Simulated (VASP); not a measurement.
Set up this calculation in VASP 6.6.1, as the native input.

| Item | Value |
| --- | --- |
| Task | single point |
| Functional | PBEsol |
| Potentials or basis | VASP PAW PBE potentials, release 64 (Al, N) |
| Cutoff | 520 eV |
| k mesh | 9 × 9 × 2 |
| Occupations | gaussian, width 0.05 eV |
| Spin | no spin polarisation |
| Dipole correction | no |
| Further INCAR settings | ALGO = Normal; EDIFF = 1e-06; NBANDS = 36 |

The structure of AlN lies in POSCAR:

```
AlN
1.0
    2.0226209166     -2.0226209166      0.0000000000
    2.0226209166      0.0000000000     -2.0226209166
    8.6972699414      7.4836973914      8.0904836664
Al N
6 6
Direct
    0.5791666667      0.6666666667      0.2916666667
   -0.0375000000      0.0000000000      0.1250000000
    0.1958333333      0.3333333333      0.4583333333
    0.4291666667      0.6666666667      0.7916666667
    0.8125000000      1.0000000000      0.6250000000
    0.0458333333      0.3333333333      0.9583333333
    0.8875000000      0.0000000000      0.3750000000
    0.2708333333      0.3333333333      0.2083333333
    0.5041666667      0.6666666667      0.5416666667
    0.7375000000      1.0000000000      0.8750000000
    0.1208333333      0.3333333333      0.7083333333
    0.6541666667      0.6666666667      0.0416666667
```

This cell differs from its parent crystal: the part above a cut slid along it.

The input as run:

INCAR

```
PREC = Accurate ; ENCUT = 520
EDIFF = 1E-6 ; ISMEAR = 0
SIGMA = 0.05 ; LREAL = False
LASPH = True ; NELM = 80
ALGO = Normal ; ISIF = 2
LWAVE = False ; LCHARG = False
GGA = PS ; NBANDS = 36
```

KPOINTS

```
regular mesh
0
Gamma
  9 9 2
```

Potentials or basis: VASP PAW PBE potentials, release 64 (Al, N).

Run with:

```console
$ cat potpaw_PBE.64/Al/POTCAR potpaw_PBE.64/N/POTCAR > POTCAR
$ mpirun -np 1 vasp_std > vasp.out
```

It gave:

| Item | Value |
| --- | --- |
| Pressure | 10.0 GPa |
| Largest force | 11.330 eV/Å |
| Band gap on the k mesh | 3.95 eV (least direct gap 4.70 eV) |

Caveat: the cell differs from its parent crystal (the part above a cut slid along it); the stress differs along the axes, from 3 to 23 GPa; the PAW data sets were made with another functional, which shifts forces and pressure a little.

It took 8.1 min on 1 thread of Intel Xeon 8259CL, with other jobs on the host, peak memory 0.37 GiB.
